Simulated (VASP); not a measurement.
A run of VASP 6.6.1:

Contents of INCAR:

```
PREC = Accurate
ENCUT = 520
EDIFF = 1E-6
ISMEAR = 0
SIGMA = 0.1
LREAL = F
LASPH = T
NELM = 150
ALGO = Normal
ISIF = 2
LWAVE = F
LCHARG = T
ISPIN = 2
MAGMOM = 1 0 0 0 0 0
LORBIT = 11
LMAXMIX = 4
GGA = PE
LELF = T
LVHAR = T
NBANDS = 27
```

File KPOINTS:

```
regular mesh
0
Gamma
  6 6 6
```

The input POSCAR:

```
TaH3Br2
1.0
    5.6129923300      0.0000000000      0.0000000000
   -2.8064961600      4.8609939500      0.0000000000
    0.0000000000      0.0000000000      3.7162903200
Ta H Br
1 3 2
Direct
    0.0000000000      0.0000000000      0.0000000000
    0.5000000000      0.0000000000      0.5000000000
    0.0000000000      0.5000000000      0.5000000000
    0.5000000000      0.5000000000      0.5000000000
    0.6666666700      0.3333333300      0.0000000000
    0.3333333300      0.6666666700      0.0000000000
```

Potentials or basis: VASP PAW PBE potentials, release 64 (Ta_pv, H, Br).

Launch:

```console
$ cat potpaw_PBE.64/Ta_pv/POTCAR potpaw_PBE.64/H/POTCAR potpaw_PBE.64/Br/POTCAR > POTCAR
$ mpirun -np 1 vasp_std > vasp.out
```

Hardware: 1 thread of AMD EPYC 7R43 64-Core Processor (Zen 3), on a shared host.

Estimate the wall time of this run.

Run time: 5.5 min on 1 thread of AMD EPYC 7R43 64-Core Processor (Zen 3), on a shared host, peak memory 0.3 GiB. Counts: scf iterations 45, k points 28.
